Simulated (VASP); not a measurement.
# BP (F-43m) in VASP: notebook

BP is run at these levels: LDA; tasks: relaxation of cell and atoms.

Everything below comes from runs of VASP 6.6.1. Logs are shortened: lines on timing, memory, paths and dates and some standing lists are left out, and cuts for length are marked.

**1. The cell of the first run**

It takes space group F-43m (No. 216, cubic). Conventional cell: a = 4.491 Å, b = 4.491 Å, c = 4.491 Å, α = 90.00°, β = 90.00°, γ = 90.00°. Within 2.6 Å of B (site symmetry -43m) lie 4 P at 1.94 Å. Within 2.6 Å of P (site symmetry -43m) lie 4 B at 1.94 Å.

**2. Relaxation of cell and atoms, LDA, target pressure 2 GPa, at which the enthalpy is minimised**

The input, INCAR:

```
ALGO = Normal
EDIFF = 1E-7
EDIFFG = -0.002
ENCUT = 600
IBRION = 2
ISIF = 3
ISMEAR = 0
LASPH = T
LCHARG = F
LREAL = F
LWAVE = F
NELM = 60
NSW = 100
PREC = Accurate
PSTRESS = 20.0
SIGMA = 0.01
```

The input, KPOINTS:

```
k-points
0
Gamma
  8 8 8
```

The input, POSCAR:

```
BP
1.0
    0.0000000000      2.2453815682      2.2453815682
    2.2453815682      0.0000000000      2.2453815682
    2.2453815682      2.2453815682      0.0000000000
B P
1 1
Direct
    0.0000000000      0.0000000000      0.0000000000
    0.7500000000      0.7500000000      0.7500000000
```

Potentials or basis: VASP PAW LDA potentials, release 64 (B, P).

Run with:

```
$ cat potpaw_LDA.64/B/POTCAR potpaw_LDA.64/P/POTCAR > POTCAR
$ mpirun -np 1 vasp_std > vasp.out
```

OUTCAR:

```text
EDIFF = 1E-7
   EDIFFG = -0.002
   ENCUT = 600
   IBRION = 2
   ISIF = 3
   ISMEAR = 0
   LASPH = T
   LREAL = F
   NELM = 60
   NSW = 100
   PREC = Accurate
   PSTRESS = 20.0

 ion  position               nearest neighbor table
   1  0.000  0.000  0.000-   2 1.94   2 1.94   2 1.94   2 1.94
   2  0.750  0.750  0.750-   1 1.94   1 1.94   1 1.94   1 1.94

  LATTYP: Found a face centered cubic cell.
 ALAT       =     4.4907631364

  Lattice vectors:

 A1 = (   0.0000000000,   2.2453815682,   2.2453815682)
 A2 = (   2.2453815682,   0.0000000000,   2.2453815682)
 A3 = (   2.2453815682,   2.2453815682,   0.0000000000)

Analysis of symmetry for initial positions (statically):
=====================================================================
 Subroutine PRICEL returns:
 Original cell was already a primitive cell.

 Routine SETGRP: Setting up the symmetry group for a
 face centered cubic supercell.

 Subroutine GETGRP returns: Found 24 space group operations
 (whereof 24 operations were pure point group operations)
 out of a pool of 48 trial point group operations.

The static configuration has the point symmetry T_d .

Analysis of symmetry for dynamics (positions and initial velocities):
=====================================================================
 Subroutine PRICEL returns:
 Original cell was already a primitive cell.

 Routine SETGRP: Setting up the symmetry group for a
 face centered cubic supercell.

 Subroutine GETGRP returns: Found 24 space group operations
 (whereof 24 operations were pure point group operations)
 out of a pool of 48 trial point group operations.

The dynamic configuration has the point symmetry T_d .

 Subroutine INISYM returns: Found 24 space group operations
 (whereof 24 operations are pure point group operations),
 and found     1 'primitive' translations

----------------------------------------------------------------------------------------

                                     Primitive cell

  volume of cell :      22.6413

  direct lattice vectors                    reciprocal lattice vectors
     0.000000000  2.245381568  2.245381568    -0.222679302  0.222679302  0.222679302
     2.245381568  0.000000000  2.245381568     0.222679302 -0.222679302  0.222679302
     2.245381568  2.245381568  0.000000000     0.222679302  0.222679302 -0.222679302

  length of vectors
     3.175449066  3.175449066  3.175449066     0.385691865  0.385691865  0.385691865
[... 88 lines left out ...]
   ISYM   =      2    0-nonsym 1-usesym 2-fastsym
   POTIM  = 0.5000    time-step for ionic-motion
   TEBEG  =    0.0;   TEEND  =   0.0 temperature during run
   PSTRESS=   20.0 pullay stress
   NELECT =       8.0000    total number of electrons
   NUPDOWN=      -1.0000    fix difference up-down
   EMIN   =  10.00;   EMAX   =-10.00  energy-range for DOS
   EFERMI =   0.00;   METHOD = LEGACY
   ISMEAR =     0;   SIGMA  =   0.01  broadening in eV -4-tet -1-fermi 0-gaus
   EFERMI_NEDOS =   21; number of points for ismear=-14 and -15
   IALGO  =     38    algorithm
   IMIX   =      4    mixing-type and parameters
     AMIX     =   0.40;   BMIX     =  1.00
     AMIX_MAG =   1.60;   BMIX_MAG =  1.00
  volume/ion in A,a.u.               =      11.32        76.40
  Fermi-wavevector in a.u.,A,eV,Ry     =   1.157368  2.187108 18.225002  1.339500
  Thomas-Fermi vector in A             =   2.293980
   LORBIT       =      0    0 simple, 1 ext, 2 COOP (PROOUT), +10 PAW based schemes
   GGA     = CA    functional components
   LHFCALC =     F    Hartree Fock is set to
   AEXX    =    0.0000 exact exchange contribution
   IVDW    =     0    specifies the selected vdW correction
   LEPSILON=     F    determine dielectric tensor
   LRPA    =     F    only Hartree local field effects (RPA)
 conjugate gradient relaxation of ions
 non-spin polarized calculation
 Gauss-broadening in eV      SIGMA  =   0.01
  energy-cutoff  :      600.00
  volume of cell :       22.64
 maximum number of plane-waves:       775
 NGX is ok and might be reduce to    28
   NGX = 13   NGY = 13   NGZ = 13

--------------------------------------- Ionic step        1  -------------------------------------------

 number of electron       8.0000001 magnetization

 Free energy of the ion-electron system (eV)
  ---------------------------------------------------
  ext. energy  EPLUGINS =         0.00000000
  ---------------------------------------------------
  free energy    TOTEN  =       -14.39905903 eV

  energy without entropy =      -14.39905903  energy(sigma->0) =      -14.39905903

------------------------ aborting loop because EDIFF is reached ----------------------------------------

  FORCE on cell =-STRESS in cart. coord.  units (eV):
  Direction    XX          YY          ZZ          XY          YZ          ZX
  --------------------------------------------------------------------------------------
  -------------------------------------------------------------------------------------
  Total       -0.0174408     -0.0174408     -0.0174408      0.0000000      0.0000000      0.0000000
  in kB       -1.2341763     -1.2341763     -1.2341763      0.0000000      0.0000000      0.0000000
  external PRESSURE =     -21.2341763 kB  Pullay stress =      20.0000000 kB
[... 63 lines left out ...]
--------------------------------------- Ionic step        3  -------------------------------------------

 number of electron       8.0000000 magnetization

 Free energy of the ion-electron system (eV)
  ---------------------------------------------------
  ext. energy  EPLUGINS =         0.00000000
  ---------------------------------------------------
  free energy    TOTEN  =       -14.39751710 eV

  energy without entropy =      -14.39751710  energy(sigma->0) =      -14.39751710

 E-fermi :   8.0270     XC(G=0): -11.2669

 val. band max:        7.9295256127   @ k =   0.0000   0.0000   0.0000
 cond. band min:       9.1018955136   @ k =   0.3750   0.3750   0.0000
 fundamental gap:      1.1723699009
 Fermi energy:         8.0269895644

 k-point     1 :       0.0000    0.0000    0.0000
  band No.  band energies     occupation
      1      -7.8463      2.00000
      2       7.9295      2.00000
      3       7.9295      2.00000
      4       7.9295      2.00000
      5      11.3779      0.00000
      6      11.3779      0.00000
      7      11.3779      0.00000
      8      15.9662      0.00000
[... 243 lines left out ...]
 k-point    24 :      -0.3750    0.2500    0.1250
  band No.  band energies     occupation
      1      -3.6667      2.00000
      2      -0.7519      2.00000
      3       3.2944      2.00000
      4       4.6880      2.00000
      5      12.0514      0.00000
      6      13.2565      0.00000
      7      16.4667      0.00000
      8      17.8859      0.00000

 [... further k-points ...]
[... 5 lines left out ...]
  --------------------------------------------------------------------------------------
  -------------------------------------------------------------------------------------
  Total        0.2787093      0.2787093      0.2787093     -0.0000000      0.0000000      0.0000000
  in kB       19.9571774     19.9571774     19.9571774     -0.0000000      0.0000000      0.0000000
  external PRESSURE =      -0.0428226 kB  Pullay stress =      20.0000000 kB
[... 21 lines left out ...]
  energy  without entropy=      -14.3975170996  energy(sigma->0) =      -14.39751710

  enthalpy is  TOTEN    =       -14.1182097766 eV   P V=        0.2793073229

 reached required accuracy - stopping structural energy minimisation
```

OSZICAR:

```text
N       E                     dE             d eps       ncg     rms          rms(c)
DAV:   1     0.115828896995E+02    0.11583E+02   -0.45807E+03   464   0.101E+03
DAV:   2    -0.150047373262E+02   -0.26588E+02   -0.25978E+02   728   0.121E+02
DAV:   3    -0.152991292501E+02   -0.29439E+00   -0.29439E+00   568   0.170E+01
[... 22 lines left out ...]
DAV:   2    -0.143977286340E+02    0.73641E-03   -0.15770E-03   592   0.255E-01    0.115E-01
DAV:   3    -0.143975346412E+02    0.19399E-03   -0.41646E-04   568   0.118E-01    0.281E-02
DAV:   4    -0.143975202077E+02    0.14433E-04   -0.15710E-05   592   0.294E-02    0.229E-02
DAV:   5    -0.143975171723E+02    0.30355E-05   -0.36537E-06   608   0.132E-02    0.111E-02
DAV:   6    -0.143975170996E+02    0.72722E-07   -0.77283E-08   360   0.239E-03
   3 F= -.14118210E+02 E0= -.14118210E+02  d E =-.178180E-02
```

Run time: 8 s. Hardware: 1 thread of AMD EPYC 9R45 (Zen 5), shared host; peak memory 0.1 GiB.

What came out:

* Free energy: -14.3975 eV
* Relaxed volume: 11.19 Å³/atom
* Relaxed cell: a = 3.163 Å, b = 3.163 Å, c = 3.163 Å, α = 60.00°, β = 60.00°, γ = 60.00°
* Space group after relaxing (to 0.05 Å): F-43m (No. 216)
* Energy change on relaxing (the enthalpy is what falls): +0.8 meV/atom
* Ionic steps: 3
* Pressure after relaxing: 2.0 GPa
* Band gap on the k mesh: 1.17 eV, indirect (least direct gap 3.45 eV)

The path:
| step | energy change (eV) | largest force (eV/Å) | pressure (GPa) | volume (Å³) |
| --- | --- | --- | --- | --- |
| 1 | 0.0000 | 0.0000 | -0.12 | 22.64 |
| 2 | 0.0056 | 0.0000 | 3.86 | 22.15 |
| 3 | 0.0015 | 0.0000 | 2.00 | 22.37 |

Final structure:
```
B P
1.0
     0.00000    2.23654    2.23654
     2.23654    0.00000    2.23654
     2.23654    2.23654    0.00000
B P
1 1
Direct
  0.00000 0.00000 0.00000
  0.75000 0.75000 0.75000
```

Caveat: the cell is relaxed towards a set pressure, so the enthalpy falls and the energy may rise.

**3. Relaxation of cell and atoms, LDA, target pressure 4 GPa, at which the enthalpy is minimised**

The input, INCAR:

```
SYSTEM = BP
PREC = Accurate ; ENCUT = 600
EDIFF = 1E-6 ; ISMEAR = 0
SIGMA = 0.01 ; LREAL = .FALSE.
LASPH = .TRUE. ; NELM = 80
ALGO = Normal ; ISIF = 3
LWAVE = .FALSE. ; LCHARG = .FALSE.
IBRION = 2 ; NSW = 100
EDIFFG = -0.002 ; PSTRESS = 40.0
```

The input, KPOINTS:

```
Automatic mesh
0
G
  8 8 8
  0 0 0
```

POSCAR is that of step 2.

Potentials or basis: VASP PAW LDA potentials, release 64 (B, P).

Run with:

```
$ cat potpaw_LDA.64/B/POTCAR potpaw_LDA.64/P/POTCAR > POTCAR
$ mpirun -np 1 vasp_std > vasp.out
```

It took 7.6 s on 1 thread of AMD EPYC 9R45 (Zen 5), shared host; peak memory 0.11 GiB.

The run converged. Its results:

- Free energy: -14.3931 eV
- Relaxed volume: 11.07 Å³/atom
- Relaxed cell: a = 3.152 Å, b = 3.152 Å, c = 3.152 Å, α = 60.00°, β = 60.00°, γ = 60.00°
- Space group after relaxing (to 0.05 Å): F-43m (No. 216)
- Energy change on relaxing (the enthalpy is what falls): +3.0 meV/atom
- Ionic steps: 3
- Pressure after relaxing: 4.0 GPa
- Band gap on the k mesh: 1.16 eV, indirect (least direct gap 3.47 eV)

Step by step:
| step | energy change (eV) | largest force (eV/Å) | pressure (GPa) | volume (Å³) |
| --- | --- | --- | --- | --- |
| 1 | 0.0000 | 0.0000 | -0.12 | 22.64 |
| 2 | 0.0222 | 0.0000 | 7.93 | 21.70 |
| 3 | 0.0060 | 0.0000 | 3.99 | 22.14 |

Final structure:
```
CELL_PARAMETERS angstrom
0.00000 2.22861 2.22861
2.22861 0.00000 2.22861
2.22861 2.22861 0.00000
ATOMIC_POSITIONS crystal
B 0.00000 0.00000 0.00000
P 0.75000 0.75000 0.75000
```

Levels at points of the mesh, in eV from the valence-band top:
| k point | band 1 | band 2 | band 3 | band 4 | band 5 | band 6 | band 7 | band 8 |
| --- | --- | --- | --- | --- | --- | --- | --- | --- |
| (0.00, 0.00, 0.00) | -15.87 | 0.00 | 0.00 | 0.00 | 3.47 | 3.47 | 3.47 | 8.20 |
| (0.50, 0.00, 0.00) | -12.33 | -9.40 | -1.81 | -1.81 | 4.11 | 4.72 | 4.72 | 10.12 |
| (0.50, 0.50, 0.00) | -10.76 | -8.76 | -4.30 | -4.30 | 1.20 | 1.51 | 12.51 | 12.51 |

Caveat: the cell is relaxed towards a set pressure, so the enthalpy falls and the energy may rise.

**4. Relaxation of cell and atoms, LDA, target pressure 7 GPa, at which the enthalpy is minimised**

The input, INCAR:

```
ALGO = Normal ; EDIFF = 1E-6
EDIFFG = -0.002 ; ENCUT = 600
GGA = CA ; IBRION = 2
ISIF = 3 ; ISMEAR = 0
LASPH = True ; LCHARG = False
LREAL = False ; LWAVE = False
NELM = 60 ; NSW = 100
PREC = Accurate ; PSTRESS = 70.0
SIGMA = 0.01
```

The input, KPOINTS:

```
k-points
0
Gamma
  8 8 8
```

POSCAR is that of step 3.

Run with:

```
$ cat potpaw_LDA.64/B/POTCAR potpaw_LDA.64/P/POTCAR > POTCAR
$ mpirun -np 1 vasp_std > vasp.out
```

It took 11 s on 1 thread of AMD EPYC 9R45 (Zen 5), shared host; peak memory 0.11 GiB.

It converged, with:

| Property | Result |
| --- | --- |
| Free energy | -14.3816 eV |
| Relaxed volume | 10.90 Å³/atom |
| Relaxed cell | a = 3.136 Å, b = 3.136 Å, c = 3.136 Å, α = 60.00°, β = 60.00°, γ = 60.00° |
| Space group after relaxing (to 0.05 Å) | F-43m (No. 216) |
| Energy change on relaxing (the enthalpy is what falls) | +8.8 meV/atom |
| Ionic steps | 6 |
| Pressure after relaxing | 7.0 GPa |
| Band gap on the k mesh | 1.15 eV, indirect (least direct gap 3.49 eV) |

Step by step:
```csv
step,energy change (eV),largest force (eV/Å),pressure (GPa),volume (Å³)
1,0.0000,0.0000,-0.12,22.64
2,0.0690,0.0000,14.70,21.03
3,0.0173,0.0000,6.96,21.80
4,0.0180,0.0000,7.11,21.79
5,0.0171,0.0000,6.92,21.81
6,0.0175,0.0000,6.99,21.80
```

Final structure:
```
B P
1.0
     0.00000    2.21722    2.21722
     2.21722    0.00000    2.21722
     2.21722    2.21722    0.00000
B P
1 1
Direct
  0.00000 0.00000 0.00000
  0.75000 0.75000 0.75000
```

Levels at points of the mesh, in eV from the valence-band top:
```csv
k point,band 2,band 3,band 4,band 5,band 6,band 7
"(0.00, 0.00, 0.00)",0.00,0.00,0.00,3.49,3.49,3.49
"(0.50, 0.00, 0.00)",-9.51,-1.83,-1.83,4.21,4.73,4.73
"(0.50, 0.50, 0.00)",-8.84,-4.35,-4.35,1.17,1.50,12.66
```

Caveat: the cell is relaxed towards a set pressure, so the enthalpy falls and the energy may rise.

**5. Overview**

```tsv
cell	gap on the mesh (eV)	pressure (GPa)
relaxed to 2 GPa	1.17	2.0
relaxed to 4 GPa	1.16	4.0
relaxed to 7 GPa	1.15	7.0
```

Alike in all rows: task relaxation of cell and atoms; level LDA; potentials or basis VASP PAW LDA potentials, release 64 (B, P); no spin polarisation; k mesh 8 × 8 × 8; cutoff (eV) 600; smearing gaussian 0.01 eV.

Caveats: the cell is relaxed towards a set pressure, so the enthalpy falls and the energy may rise.

Total energies depend on the potentials used, so only differences within one code and one set of settings carry meaning.
